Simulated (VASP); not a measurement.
Here is a VASP 6.6.1 calculation.

File INCAR:

```
ALGO = Normal
EDIFF = 1E-6
ENCUT = 520
GGA = PE
ISIF = 2
ISMEAR = -1
LASPH = True
LCHARG = False
LREAL = False
LWAVE = False
NBANDS = 7
NELM = 60
PREC = Accurate
SIGMA = 0.1
```

File KPOINTS:

```
k-points
0
Gamma
  13 13 13
```

The input POSCAR:

```
Mg
1.0
    2.5213261795      0.0000000000      0.0000000000
    0.0000000000      2.5213261795      0.0000000000
    0.0000000000      0.0000000000      2.5213261795
Mg
1
Direct
    0.0000000000      0.0000000000      0.0000000000
```

Potentials or basis: VASP PAW PBE potentials, release 64 (Mg).

The run is started by

```bash
$ cat potpaw_PBE.64/Mg/POTCAR > POTCAR
$ mpirun -np 1 vasp_std > vasp.out
```

(1) Estimate the pressure.

(2) What does it give for the band gap on the k mesh?

Answers

(1) 34.7 GPa.

(2) zero (band 1 reaches 9.88 eV, above the bottom of band 2 at 2.96 eV).
